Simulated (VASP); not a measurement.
**TiO2: single point with PBEsol+U**

TiO2:

```
Ti O
1.0
     4.59394    0.00000    0.00000
     0.00000    4.59394    0.00000
     0.00000    0.00000    3.02833
Ti O
2 4
Direct
  0.00000 0.00000 0.50000
  0.50000 0.50000 0.00000
  0.30590 0.30590 0.50000
  0.19410 0.80590 0.00000
  0.80590 0.19410 0.00000
  0.69410 0.69410 0.50000
```

```
Program                : VASP 6.6.1
Task                   : single point
Functional             : PBEsol
Potentials or basis    : VASP PAW PBE potentials, release 64 (Ti_sv, O)
Cutoff                 : 520 eV
k mesh                 : 6 × 6 × 9
Occupations            : fermi-dirac, width 0.05 eV
Spin                   : no spin polarisation
Hubbard terms          : Ti d U = 8.0 eV
Dipole correction      : no
Further INCAR settings : ALGO = Normal; EDIFF = 1e-06; NBANDS = 33
```

```yaml
Pressure: 7.2 GPa
Largest_force: 0.233 eV/Å
Band_gap_on_the_k_mesh: 2.88 eV (least direct gap 2.91 eV)
```

Forces in eV/Å, atoms in the order of the input:
```
Ti   0.000  0.000  0.000
Ti   0.000  0.000  0.000
O   -0.164 -0.164  0.000
O    0.164 -0.164  0.000
O   -0.164  0.164  0.000
O    0.164  0.164  0.000
```

Stress tensor (GPa, compression positive):
```
7.03 0.00 0.00
0.00 7.03 0.00
0.00 0.00 7.49
```

Levels at points of the mesh, in eV from the valence-band top:
```
           k point  band 22  band 23  band 24  band 25  band 26  band 27
(0.00, 0.00, 0.00)    -0.56    -0.56     0.00     2.91     3.06     3.47
(0.50, 0.00, 0.00)    -1.87    -0.81    -0.81     3.48     3.48     4.04
(0.50, 0.50, 0.00)    -1.66    -1.23    -1.23     2.88     2.88     3.49
```

Eigenvalues of the final occupation matrices:
```
    site  spin  trace               eigenvalues
site 1 d     1   0.72  0.06 0.08 0.08 0.24 0.26
site 1 d     2   0.72  0.06 0.08 0.08 0.24 0.26
site 2 d     1   0.72  0.06 0.08 0.08 0.24 0.26
site 2 d     2   0.72  0.06 0.08 0.08 0.24 0.26
```

It took 39 s on 1 thread of Intel(R) Xeon(R) 6975P-C (Granite Rapids), on a shared host, peak memory 0.22 GiB.

Caveat: the cell stands under pressure; the PAW data sets were made with another functional, which shifts forces and pressure a little. A k mesh can miss the band edges.
